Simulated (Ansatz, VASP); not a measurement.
**Two plane-wave programs on WS2**

```
W S
1.0
     3.18352    0.00000    0.00000
    -1.59176    2.75701    0.00000
     0.00000    0.00000   17.62860
W S
1 2
Direct
  0.33333 0.66667 0.00000
  0.66667 0.33333 0.90800
  0.66667 0.33333 0.09200
```

Change from the starting cell: strain +0.000 along x and y, +0.040 along z, atoms carried along.

Alike in both runs: task single point; functional PBEsol; k mesh 12 × 12 × 2; occupations gaussian, width 0.05 eV; no spin polarisation.

|  | VASP | Ansatz |
| --- | --- | --- |
| version | VASP 6.6.1 | Ansatz 0.2.0 |
| potentials or method | VASP PAW PBE potentials, release 64 (W_sv, S), cutoff 520 eV | scalar-relativistic, plane waves, PAW |
| valence electrons in the cell | 26 | 26 |

```csv
,VASP,Ansatz,Ansatz less VASP
gap on the k mesh at the Fermi level (eV),1.82,1.81,-0.001
least direct gap on the mesh (eV),1.93,1.93,-0.004
rms of the force components (eV/Å),0.589,0.598,+0.0090
```

VASP's potentials were made for PBE, not for PBEsol. Atom by atom the forces differ by 0.009 eV/Å (rms over components).

Spin-orbit coupling is off throughout.
